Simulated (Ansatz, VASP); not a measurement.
# As in VASP and in Ansatz

Contents of INCAR:

```
SYSTEM = As
PREC = Accurate
ENCUT = 600
EDIFF = 1E-6
ISMEAR = 1
SIGMA = 0.15
LREAL = .FALSE.
LASPH = .TRUE.
NELM = 80
ALGO = Normal
ISIF = 3
LWAVE = .FALSE.
LCHARG = .FALSE.
GGA = B5
ALDAX = 1.0
AGGAX = 1.0
AGGAC = 1.0
ALDAC = 0.0
IVDW = 12
VDW_S6 = 1.0
VDW_S8 = 2.6996
VDW_A1 = 0.4298
VDW_A2 = 4.2359
IBRION = 2
NSW = 60
EDIFFG = -0.01
```

File KPOINTS:

```
regular mesh
0
G
  8 8 8
  0 0 0
```

The input POSCAR:

```
As
1.0
    2.7036817400      0.0000000000      0.0000000000
    0.0000000000      2.7036817400      0.0000000000
    0.0000000000      0.0000000000      2.7036817400
As
1
Direct
    0.5000000000      0.5000000000      0.5000000000
```

Input for Ansatz:

```yaml
crystal:
  lattice:
    - [2.70368174, 0.0, 0.0]
    - [0.0, 2.70368174, 0.0]
    - [0.0, 0.0, 2.70368174]
  atoms:
    - { symbol: As, position: [0.5, 0.5, 0.5] }
kpoints:
  mp_grid:
    grid: [8, 8, 8]
hamiltonian:
  xc: blyp
  dispersion: d3bj
scf:
  occupations:
    method: cold
    width: 0.15
relax:
  max_steps: 40
  cell: {}
```

Alike in both runs: task relaxation of cell and atoms; functional BLYP; dispersion D3(BJ); k mesh 8 × 8 × 8; no spin polarisation.

```csv
,VASP,Ansatz
version,VASP 6.6.1,Ansatz 0.2.0
potentials or method,"VASP PAW PBE potentials, release 64 (As)","plane waves, PAW"
plane-wave cutoff (eV),600,420
occupations,"methfessel-paxton of order 1, width 0.15 eV","cold, width 0.15 eV"
valence electrons in the cell,5,15
```

Ansatz gave:

```
relaxed volume (Å³/atom)                                     : 20.08
relaxed cell length with the largest relative difference (Å) : 2.718
```

Problem. Estimate VASP's values.

Solution. Relaxed volume (Å³/atom): 20.18; relaxed cell length with the largest relative difference (Å): 2.722.

VASP's potentials were made for PBE, not for BLYP. VASP's potentials hold 5 valence electrons a cell and Ansatz's 15, so a difference there can come from the potentials and not from the codes.
